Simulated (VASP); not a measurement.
A run of VASP 6.6.1:

INCAR

```
PREC     = Accurate       # precision mode
ENCUT    = 600            # plane-wave cutoff, eV
EDIFF    = 1E-6           # SCF threshold, eV
ISMEAR   = 0              # smearing method
SIGMA    = 0.1            # smearing width, eV
LREAL    = False          # projectors in reciprocal space
LASPH    = True           # aspherical terms in the spheres
NELM     = 60             # most SCF steps
ALGO     = Normal         # electronic algorithm
ISIF     = 3              # what is computed and relaxed
LWAVE    = False          # write WAVECAR
LCHARG   = False          # write CHGCAR
GGA      = PE             # functional
IBRION   = 2              # ionic algorithm
NSW      = 90             # ionic steps
EDIFFG   = -0.04          # ionic threshold
```

File KPOINTS:

```
regular mesh
0
Gamma
  4 4 4
```

File POSCAR:

```
Sr3CuOs
1.0
    4.9670976800      0.0000000000      0.0000000000
    0.0000000000      4.9670976800      0.0000000000
    0.0000000000      0.0000000000      4.9670976800
Sr Cu Os
3 1 1
Direct
    0.5000000000      0.0000000000      0.0000000000
    0.0000000000      0.5000000000      0.0000000000
    0.0000000000      0.0000000000      0.5000000000
    0.0000000000      0.0000000000      0.0000000000
    0.5000000000      0.5000000000      0.5000000000
```

Potentials or basis: VASP PAW PBE potentials, release 64 (Sr_sv, Cu, Os).

Run with:

```console
$ cat potpaw_PBE.64/Sr_sv/POTCAR potpaw_PBE.64/Cu/POTCAR potpaw_PBE.64/Os/POTCAR > POTCAR
$ mpirun -np 1 vasp_std > vasp.out
```

Hardware: 1 thread of Intel Xeon 8259CL, on a shared host.

Problem. Estimate the wall time of this run.

Solution. It took 4.9 min on 1 thread of Intel Xeon 8259CL (shared host), peak memory 0.28 GiB. Counts: scf iterations 45, k points 10, ion steps 2.
